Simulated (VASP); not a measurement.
A run of VASP 6.6.1 is set up as follows.

The input INCAR:

```
ALGO = Normal
EDIFF = 1E-7
ENCUT = 520
GGA = PE
ISIF = 2
ISMEAR = 0
LASPH = True
LCHARG = True
LELF = True
LREAL = False
LVHAR = True
LWAVE = False
NBANDS = 20
NELM = 100
PREC = Accurate
SIGMA = 0.05
```

Contents of KPOINTS:

```
k-points
0
Gamma
  8 8 8
```

File POSCAR:

```
CdF2
1.0
   -0.2009988431      2.7402705265      2.8498813476
    2.7402705265     -0.2009988431      2.8498813476
    2.5392716834      2.5392716834      0.0000000000
Cd F
1 2
Direct
    0.0000000000      0.0000000000      0.0000000000
    0.2500000000      0.2500000000      0.2500000000
    0.7500000000      0.7500000000      0.7500000000
```

Potentials or basis: VASP PAW PBE potentials, release 64 (Cd, F).

The run is started by

```sh
$ cat potpaw_PBE.64/Cd/POTCAR potpaw_PBE.64/F/POTCAR > POTCAR
$ mpirun -np 1 vasp_std > vasp.out
```

(1) Predict the largest force.

(2) Estimate the pressure.

(3) What does it give for the band gap on the k mesh?

Answers

(1) 0.119 eV/Å.

(2) -0.8 GPa.

(3) 2.72 eV (least direct gap 3.16 eV).

Caveat: the cell differs from its parent crystal (engineering shear strain xy -0.1467, normal strain along z +0.0400).
